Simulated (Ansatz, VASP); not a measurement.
**One calculation of Si, two programs**

```xyz
2
Lattice="-2.2050 2.3201 1.2490 2.2050 -2.3201 1.2490 2.2050 2.3201 -1.2490" Properties=species:S:1:pos:R:3 pbc="T T T"
Si    0.0000    1.1601    1.3914
Si    2.2050    1.1601   -0.1424
```

Change from the starting cell: volume scaled by 0.94, crystal datasets.

Alike in both runs: task electric field gradients; functional LDA; k mesh 16 × 16 × 16; occupations fermi-dirac, width 0.05 eV; no spin polarisation.

```csv
,VASP,Ansatz
version,VASP 6.6.1,Ansatz 0.2.0
potentials or method,"VASP PAW LDA potentials, release 64 (Si), cutoff 520 eV","all-electron PAW with datasets made for the crystal, scalar-relativistic"
```

VASP gave:

```
pressure (GPa)                                                : 22.4
traceless stress, the component that is largest in VASP (GPa) : 2.72
rms of the force components (eV/Å)                            : 0.026
size of Vzz on the site where it differs most (V/Å²)          : 28.2
```

Estimate Ansatz's values.

pressure (GPa): 22.2; traceless stress, the component that is largest in VASP (GPa): 2.66; rms of the force components (eV/Å): 0.026; size of Vzz on the site where it differs most (V/Å²): 27.2.

LDA's correlation is that of Perdew and Zunger in VASP and of Perdew and Wang (1992) in Ansatz. Atom by atom the forces differ by 0.000 eV/Å (rms over components). Ansatz ran all-electron here, and VASP with PAW potentials.
